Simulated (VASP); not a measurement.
Rh: single point with PBEsol

Rh:

```
Rh
1.0
     2.49883    0.00000    0.00000
     0.00000    2.49883    0.00000
     0.00000    0.00000    2.49883
Rh
1
Direct
  0.00000 0.00000 0.00000
```

| Property | Result |
| --- | --- |
| Program | VASP 6.6.1 |
| Task | single point |
| Functional | PBEsol |
| Potentials or basis | VASP PAW PBE potentials, release 64 (Rh_pv) |
| Cutoff | 520 eV |
| k mesh | 18 × 18 × 18 |
| Occupations | gaussian, width 0.05 eV |
| Spin | no spin polarisation |

```yaml
Pressure: 0.0 GPa
```

Levels at points of the mesh, in eV from the Fermi level:
| k point | band 5 | band 6 | band 7 | band 8 | band 9 | band 10 |
| --- | --- | --- | --- | --- | --- | --- |
| (0.00, 0.00, 0.00) | -5.43 | -5.43 | 0.82 | 0.82 | 0.82 | 17.04 |
| (0.50, 0.00, 0.00) | -4.58 | -1.44 | -1.44 | -0.19 | 1.04 | 6.46 |
| (0.50, 0.50, 0.00) | -3.86 | -1.00 | -1.00 | 2.47 | 5.66 | 5.66 |
| (0.50, 0.50, 0.50) | -4.73 | -4.73 | 2.62 | 2.62 | 10.03 | 12.37 |

It took 16 s on 1 thread of AMD EPYC 9R45 96-Core Processor (Zen 5) (shared host), peak memory 0.13 GiB.

Caveat: the PAW data sets were made with another functional, which shifts forces and pressure a little.
